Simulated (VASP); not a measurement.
# SnTe (R-3m) in VASP: a series of runs

Runs on SnTe. Level: PBEsol. Tasks: single point.

Program: VASP 6.6.1. These are calculated values, not measurements. Logs are shortened: lines on timing, memory, paths and dates and some standing lists are left out, and cuts for length are marked.

## (1) The cell of the first run

Symmetry: R-3m, No. 166, trigonal system. Conventional cell: a = 4.712 Å, b = 4.712 Å, c = 9.812 Å, α = 90.00°, β = 90.00°, γ = 120.00°. Within 4.2 Å of Sn (site symmetry -3m) lie 6 Te at 3.17 Å. Within 4.2 Å of Te (site symmetry -3m) lie 6 Sn at 3.17 Å.

## (2) Single point, PBEsol

Input file INCAR:

```
SYSTEM = SnTe
PREC = Accurate
ENCUT = 520
EDIFF = 1E-6
ISMEAR = 0
SIGMA = 0.03
LREAL = .FALSE.
LASPH = .TRUE.
NELM = 100
ALGO = Normal
ISIF = 2
LWAVE = .FALSE.
LCHARG = .FALSE.
GGA = PS
NBANDS = 17
```

Input file KPOINTS:

```
Automatic mesh
0
G
  10 10 10
  0 0 0
```

Input file POSCAR:

```
SnTe
1.0
   -0.3332213491      2.9989921423      2.9989921423
    2.9989921423     -0.3332213491      2.9989921423
    2.9989921423      2.9989921423     -0.3332213491
Sn Te
1 1
Direct
    0.0000000000      0.0000000000      0.0000000000
    0.5000000000      0.5000000000      0.5000000000
```

Potentials or basis: VASP PAW PBE potentials, release 64 (Sn_d, Te).

Started as:

```console
cat potpaw_PBE.64/Sn_d/POTCAR potpaw_PBE.64/Te/POTCAR > POTCAR
mpirun -np 1 vasp_std > vasp.out
```

OUTCAR:

```text
SYSTEM = SnTe
   PREC = Accurate
   ENCUT = 520
   EDIFF = 1E-6
   ISMEAR = 0
   LREAL = .FALSE.
   LASPH = .TRUE.
   NELM = 100
   ISIF = 2
   GGA = PS

 ion  position               nearest neighbor table
   1  0.000  0.000  0.000-   2 3.17   2 3.17   2 3.17   2 3.17   2 3.17   2 3.17
   2  0.500  0.500  0.500-   1 3.17   1 3.17   1 3.17   1 3.17   1 3.17   1 3.17

  LATTYP: Found a trigonal (rhomboedric) cell.
 ALAT       =     4.2542853932
 COS(alpha) =     0.3865030675

  Lattice vectors:

 A1 = (  -0.3332213491,   2.9989921423,   2.9989921423)
 A2 = (   2.9989921423,  -0.3332213491,   2.9989921423)
 A3 = (   2.9989921423,   2.9989921423,  -0.3332213491)

Analysis of symmetry for initial positions (statically):
=====================================================================
 Subroutine PRICEL returns:
 Original cell was already a primitive cell.

 Routine SETGRP: Setting up the symmetry group for a
 trigonal (rhombohedral) supercell.

 Subroutine GETGRP returns: Found 12 space group operations
 (whereof 12 operations were pure point group operations)
 out of a pool of 12 trial point group operations.

The static configuration has the point symmetry D_3d.

Analysis of symmetry for dynamics (positions and initial velocities):
=====================================================================
 Subroutine PRICEL returns:
 Original cell was already a primitive cell.

 Routine SETGRP: Setting up the symmetry group for a
 trigonal (rhombohedral) supercell.

 Subroutine GETGRP returns: Found 12 space group operations
 (whereof 12 operations were pure point group operations)
 out of a pool of 12 trial point group operations.

The dynamic configuration has the point symmetry D_3d.

 Subroutine INISYM returns: Found 12 space group operations
 (whereof 12 operations are pure point group operations),
 and found     1 'primitive' translations

----------------------------------------------------------------------------------------

                                     Primitive cell

  volume of cell :      62.8995

  direct lattice vectors                    reciprocal lattice vectors
    -0.333221349  2.998992142  2.998992142    -0.141223915  0.158876905  0.158876905
     2.998992142 -0.333221349  2.998992142     0.158876905 -0.141223915  0.158876905
     2.998992142  2.998992142 -0.333221349     0.158876905  0.158876905 -0.141223915

  length of vectors
     4.254285393  4.254285393  4.254285393     0.265382621  0.265382621  0.265382621

  position of ions in fractional coordinates (direct lattice)
     0.000000000  0.000000000  0.000000000
     0.500000000  0.500000000  0.500000000

  ion indices of the primitive-cell ions
   primitive index   ion index
                 1           1
                 2           2

----------------------------------------------------------------------------------------

 KPOINTS: Automatic mesh

Automatic generation of k-mesh.
 Grid dimensions read from file:
 generate k-points for:   10   10   10

 Generating k-lattice:

  Cartesian coordinates                     Fractional coordinates (reciprocal lattice)
    -0.014122392  0.015887690  0.015887690     0.100000000  0.000000000  0.000000000
     0.015887690 -0.014122392  0.015887690     0.000000000  0.100000000  0.000000000
     0.015887690  0.015887690 -0.014122392     0.000000000  0.000000000  0.100000000

  Length of vectors
     0.026538262  0.026538262  0.026538262

  Shift w.r.t. Gamma in fractional coordinates (k-lattice)
     0.000000000  0.000000000  0.000000000

 Subroutine IBZKPT returns following result:
 ===========================================

 Found    116 irreducible k-points:

 Following reciprocal coordinates:
            Coordinates               Weight
  0.000000  0.000000  0.000000      1.000000
  0.100000 -0.000000 -0.000000      6.000000
  0.200000 -0.000000 -0.000000      6.000000
  0.300000  0.000000  0.000000      6.000000
  0.400000  0.000000  0.000000      6.000000
  0.500000 -0.000000 -0.000000      3.000000
[... 16 lines left out ...]
  0.300000  0.300000  0.000000      6.000000
  0.400000  0.300000  0.000000     12.000000
 [... further k-points ...]
   k-points           NKPTS =    116   k-points in BZ     NKDIM =    116   number of bands    NBANDS=     17
   number of dos      NEDOS =    301   number of ions     NIONS =      2
   total plane-waves  NPLWV =  32768
   dimension x,y,z NGX =    32 NGY =   32 NGZ =   32
   dimension x,y,z NGXF=    64 NGYF=   64 NGZF=   64
   ions per type =               1   1
   NGX,Y,Z   is equivalent  to a cutoff of  12.50, 12.50, 12.50 a.u.
   NGXF,Y,Z  is equivalent  to a cutoff of  25.01, 25.01, 25.01 a.u.
 SYSTEM =  SnTe
   PREC   = accura    normal or accurate (medium, high low for compatibility)
   ISTART =      0    job   : 0-new  1-cont  2-samecut
   ICHARG =      2    charge: 1-file 2-atom 10-const
   ISPIN  =      1    spin polarized calculation?
   LNONCOLLINEAR =      F non collinear calculations
   LSORBIT =      F    spin-orbit coupling
   LASPH  =      T    aspherical Exc in radial PAW
   ENCUT  =  520.0 eV  38.22 Ry    6.18 a.u.   7.91  7.91  7.91*2*pi/ulx,y,z
   NELM   =    100;   NELMIN=  2; NELMDL= -5     # of ELM steps
   EDIFF  = 0.1E-05   stopping-criterion for ELM
   LREAL  =      F    real-space projection
   EDIFFG = 0.1E-04   stopping-criterion for IOM
   NSW    =      0    number of steps for IOM
   IBRION =     -1    ionic relax: 0-MD 1-quasi-New 2-CG
   NFREE  =      0    steps in history (QN), initial steepest desc. (CG)
   ISIF   =      2    stress and relaxation
   ISYM   =      2    0-nonsym 1-usesym 2-fastsym
   POTIM  = 0.5000    time-step for ionic-motion
   TEBEG  =    0.0;   TEEND  =   0.0 temperature during run
   PSTRESS=    0.0 pullay stress
   NELECT =      20.0000    total number of electrons
   NUPDOWN=      -1.0000    fix difference up-down
   EMIN   =  10.00;   EMAX   =-10.00  energy-range for DOS
   EFERMI =   0.00;   METHOD = LEGACY
   ISMEAR =     0;   SIGMA  =   0.03  broadening in eV -4-tet -1-fermi 0-gaus
   EFERMI_NEDOS =   21; number of points for ismear=-14 and -15
   IALGO  =     38    algorithm
   IMIX   =      4    mixing-type and parameters
     AMIX     =   0.40;   BMIX     =  1.00
     AMIX_MAG =   1.60;   BMIX_MAG =  1.00
  volume/ion in A,a.u.               =      31.45       212.23
  Fermi-wavevector in a.u.,A,eV,Ry     =   1.117384  2.111549 16.987507  1.248547
  Thomas-Fermi vector in A             =   2.254006
   LORBIT       =      0    0 simple, 1 ext, 2 COOP (PROOUT), +10 PAW based schemes
   GGA     = PS    functional components
   LHFCALC =     F    Hartree Fock is set to
   AEXX    =    0.0000 exact exchange contribution
   IVDW    =     0    specifies the selected vdW correction
   LEPSILON=     F    determine dielectric tensor
   LRPA    =     F    only Hartree local field effects (RPA)
 non-spin polarized calculation
 Gauss-broadening in eV      SIGMA  =   0.03
  energy-cutoff  :      520.00
  volume of cell :       62.90
 maximum number of plane-waves:      1716
   NGX = 15   NGY = 15   NGZ = 15

 number of electron      20.0000003 magnetization

 Free energy of the ion-electron system (eV)
  ---------------------------------------------------
  ext. energy  EPLUGINS =         0.00000000
  ---------------------------------------------------
  free energy    TOTEN  =        -8.24907559 eV

  energy without entropy =       -8.24887261  energy(sigma->0) =       -8.24897410

 E-fermi :   6.5569     XC(G=0):  -9.6471

 val. band max:        6.5404930879   @ k =  -0.4000   0.1000  -0.0000
 cond. band min:       6.5864455942   @ k =   0.5000   0.5000   0.4000
 fundamental gap:      0.0459525063
 Fermi energy:         6.5569453750

 k-point     1 :       0.0000    0.0000    0.0000
  band No.  band energies     occupation
      1     -15.0866      2.00000
      2     -15.0866      2.00000
      3     -15.0776      2.00000
      4     -15.0747      2.00000
      5     -15.0747      2.00000
      6      -6.0097      2.00000
[... 9 lines left out ...]
     16      13.2929      0.00000
     17      13.7776      0.00000

 k-point     2 :       0.1000   -0.0000   -0.0000
  band No.  band energies     occupation
      1     -15.0871      2.00000
      2     -15.0859      2.00000
      3     -15.0774      2.00000
      4     -15.0747      2.00000
      5     -15.0745      2.00000
      6      -5.9306      2.00000
[... 9 lines left out ...]
     16      13.1435      0.00000
     17      14.2460      0.00000

 k-point     3 :       0.2000   -0.0000   -0.0000
  band No.  band energies     occupation
      1     -15.0886      2.00000
      2     -15.0848      2.00000
      3     -15.0768      2.00000
      4     -15.0743      2.00000
      5     -15.0738      2.00000
      6      -5.7021      2.00000
[... 9 lines left out ...]
     16      13.5372      0.00000
     17      15.3690      0.00000

 k-point     4 :       0.3000    0.0000    0.0000
  band No.  band energies     occupation
      1     -15.0906      2.00000
      2     -15.0843      2.00000
      3     -15.0765      2.00000
      4     -15.0729      2.00000
      5     -15.0724      2.00000
      6      -5.3589      2.00000
[... 9 lines left out ...]
     16      14.6746      0.00000
     17      16.4417      0.00000
[... 343 lines left out ...]
      1     -15.0891      2.00000
      2     -15.0855      2.00000
      3     -15.0756      2.00000
      4     -15.0738      2.00000
      5     -15.0723      2.00000
      6      -5.2683      2.00000
[... 9 lines left out ...]
     16      14.6062      0.00000
     17      14.9491      0.00000

 k-point    23 :       0.3000    0.3000    0.0000
  band No.  band energies     occupation
      1     -15.0939      2.00000
      2     -15.0808      2.00000
      3     -15.0797      2.00000
      4     -15.0713      2.00000
      5     -15.0689      2.00000
      6      -5.0979      2.00000
[... 9 lines left out ...]
     16      14.9205      0.00000
     17      15.2131      0.00000

 k-point    24 :       0.4000    0.3000    0.0000
  band No.  band energies     occupation
      1     -15.0958      2.00000
      2     -15.0812      2.00000
      3     -15.0794      2.00000
      4     -15.0702      2.00000
      5     -15.0671      2.00000
      6      -4.8230      2.00000
[... 9 lines left out ...]
     16      15.4999      0.00000
     17      16.1485      0.00000

 [... further k-points ...]
[... 5 lines left out ...]
  --------------------------------------------------------------------------------------
  -------------------------------------------------------------------------------------
  Total       -0.4601463     -0.4601463     -0.4601463      0.4552739      0.4552739      0.4552739
  in kB      -11.7208497    -11.7208497    -11.7208497     11.5967413     11.5967413     11.5967413
  external PRESSURE =     -11.7208497 kB  Pullay stress =       0.0000000 kB

 VOLUME and BASIS-vectors are now :
 -----------------------------------------------------------------------------
  energy-cutoff  :      520.00
  volume of cell :       62.90
      direct lattice vectors                 reciprocal lattice vectors
    -0.333221349  2.998992142  2.998992142    -0.141223915  0.158876905  0.158876905
     2.998992142 -0.333221349  2.998992142     0.158876905 -0.141223915  0.158876905
     2.998992142  2.998992142 -0.333221349     0.158876905  0.158876905 -0.141223915

 POSITION                                       TOTAL-FORCE (eV/Angst)
 -----------------------------------------------------------------------------------
      0.00000      0.00000      0.00000        -0.000000     -0.000000     -0.000000
      2.83238      2.83238      2.83238         0.000000      0.000000      0.000000
 -----------------------------------------------------------------------------------
    total drift:                                0.000000     -0.000000     -0.000000

  FREE ENERGIE OF THE ION-ELECTRON SYSTEM (eV)
  ---------------------------------------------------
  free  energy   TOTEN  =        -8.2490755943 eV

  energy  without entropy=       -8.2488726071  energy(sigma->0) =       -8.24897410
```

It took 62 s on 1 thread of Intel Xeon Platinum 8488C (Sapphire Rapids), shared host; peak memory 0.27 GiB.

Results:

| Item | Value |
| --- | --- |
| Free energy | -8.2491 eV |
| Pressure | -1.2 GPa |
| Band gap on the k mesh | zero (band 10 reaches 6.69 eV, above the bottom of band 11 at 5.90 eV) |

Caveat: the PAW data sets were made with another functional, which shifts forces and pressure a little; spin-orbit coupling is left out, which moves the levels of the heavy elements.

## (3) Single point, PBEsol

This run uses another cell than the first one, of the same volume but with other edges.

Input file INCAR:

```
SYSTEM = SnTe
ALGO = Normal
EDIFF = 1E-7
ENCUT = 520
GGA = PS
ISIF = 2
ISMEAR = 0
LASPH = .True.
LCHARG = .True.
LELF = .True.
LREAL = .False.
LVHAR = .True.
LWAVE = .False.
NBANDS = 17
NELM = 80
PREC = Accurate
SIGMA = 0.03
```

Input file KPOINTS:

```
k-points
0
Gamma
  10 10 10
  0 0 0
```

Input file POSCAR:

```
SnTe
1.0
    0.3960506967      3.3664309219      3.3664309219
    3.3664309219      0.3960506967      3.3664309219
    3.3664309219      3.3664309219      0.3960506967
Sn Te
1 1
Direct
    0.0000000000      0.0000000000      0.0000000000
    0.5000000000      0.5000000000      0.5000000000
```

Potentials or basis: VASP PAW PBE potentials, release 64 (Sn_d, Te).

Started as:

```console
cat potpaw_PBE.64/Sn_d/POTCAR potpaw_PBE.64/Te/POTCAR > POTCAR
mpirun -np 1 vasp_std > vasp.out
```

Run time: 1.9 min. Hardware: 1 thread of Intel Xeon Platinum 8488C (Sapphire Rapids), shared host; peak memory 0.29 GiB.

It converged, with:

```yaml
Free_energy: -8.2048 eV
Pressure: -1.4 GPa
Band_gap_on_the_k_mesh: zero (band 10 reaches 7.68 eV, above the bottom of band 11 at 6.12 eV)
```

Stress tensor (GPa, compression positive):
```
-1.36 -1.82 -1.82
-1.82 -1.36 -1.82
-1.82 -1.82 -1.36
```

Levels at points of the mesh, in eV from the Fermi level:
| k point | band 7 | band 8 | band 9 | band 10 | band 11 | band 12 | band 13 | band 14 |
| --- | --- | --- | --- | --- | --- | --- | --- | --- |
| (0.00, 0.00, 0.00) | -4.76 | -2.93 | -1.05 | -1.05 | 3.65 | 3.65 | 4.17 | 4.26 |
| (0.50, 0.00, 0.00) | -7.76 | -2.00 | -1.20 | -0.61 | 0.06 | 0.67 | 0.92 | 6.79 |
| (0.50, 0.50, 0.00) | -6.17 | -5.16 | -3.86 | -2.65 | 2.65 | 4.75 | 4.86 | 6.09 |
| (0.50, 0.50, 0.50) | -8.47 | -0.71 | -0.71 | 1.28 | 1.32 | 1.62 | 1.62 | 7.34 |

Caveat: the PAW data sets were made with another functional, which shifts forces and pressure a little; spin-orbit coupling is left out, which moves the levels of the heavy elements.

## (4) Single point, PBEsol

This run uses another cell than the first one, of the same volume but with other edges.

Input file INCAR:

```
PREC     = Accurate       # precision mode
ENCUT    = 520            # plane-wave cutoff, eV
EDIFF    = 1E-6           # SCF threshold, eV
ISMEAR   = 0              # smearing method
SIGMA    = 0.03           # smearing width, eV
LREAL    = F              # projectors in reciprocal space
LASPH    = T              # aspherical terms in the spheres
NELM     = 100            # most SCF steps
ALGO     = Normal         # electronic algorithm
ISIF     = 2              # what is computed and relaxed
LWAVE    = F              # write WAVECAR
LCHARG   = F              # write CHGCAR
GGA      = PS             # functional
NBANDS   = 17             # bands
```

Input file KPOINTS:

```
Automatic mesh
0
Gamma
  10 10 10
```

Input file POSCAR:

```
SnTe
1.0
    1.2342304804      3.8790100813      3.8790100813
    3.8790100813      1.2342304804      3.8790100813
    3.8790100813      3.8790100813      1.2342304804
Sn Te
1 1
Direct
    0.0000000000      0.0000000000      0.0000000000
    0.5000000000      0.5000000000      0.5000000000
```

Started as:

```console
cat potpaw_PBE.64/Sn_d/POTCAR potpaw_PBE.64/Te/POTCAR > POTCAR
mpirun -np 1 vasp_std > vasp.out
```

Wall time 2.9 min (1 thread of Intel Xeon Platinum 8488C (Sapphire Rapids), shared host); peak memory 0.33 GiB.

Results (log left out):

* Free energy: -7.5766 eV
* Pressure: -4.6 GPa
* Band gap on the k mesh: zero (band 10 reaches 7.41 eV, above the bottom of band 11 at 4.85 eV)

Stress tensor (GPa, compression positive):
```
-4.62 -1.60 -1.60
-1.60 -4.62 -1.60
-1.60 -1.60 -4.62
```

Levels at points of the mesh, in eV from the Fermi level:
```tsv
k point	band 6	band 7	band 8	band 9	band 10	band 11	band 12	band 13	band 14	band 15
(0.00, 0.00, 0.00)	-12.28	-6.89	-4.46	0.89	0.89	4.75	4.75	5.33	5.77	7.97
(0.50, 0.00, 0.00)	-10.54	-7.00	-3.02	-2.11	-0.94	-0.29	0.50	2.11	5.13	5.84
(0.50, 0.50, 0.00)	-10.47	-6.04	-4.89	-4.02	-0.89	1.74	3.78	3.82	4.37	5.95
(0.50, 0.50, 0.50)	-11.84	-8.99	0.33	1.02	1.02	1.35	4.03	4.03	6.09	7.50
```

Caveat: the PAW data sets were made with another functional, which shifts forces and pressure a little; spin-orbit coupling is left out, which moves the levels of the heavy elements.

## (5) The runs side by side

| cell | gap on the mesh (eV) | pressure (GPa) |
| --- | --- | --- |
| a = 4.254 Å, angles 67.3°, 2 atoms | none | -1.2 |
| a = 4.777 Å, angles 52.2°, 2 atoms | none | -1.4 |
| a = 5.623 Å, angles 38.9°, 2 atoms | none | -4.6 |

Alike in all rows: task single point; level PBEsol; potentials or basis VASP PAW PBE potentials, release 64 (Sn_d, Te); no spin polarisation; k mesh 10 × 10 × 10; cutoff (eV) 520; smearing gaussian 0.03 eV.

Caveats: the PAW data sets were made with another functional, which shifts forces and pressure a little; spin-orbit coupling is left out, which moves the levels of the heavy elements.

Absolute energies hang on the potentials; compare differences alone.
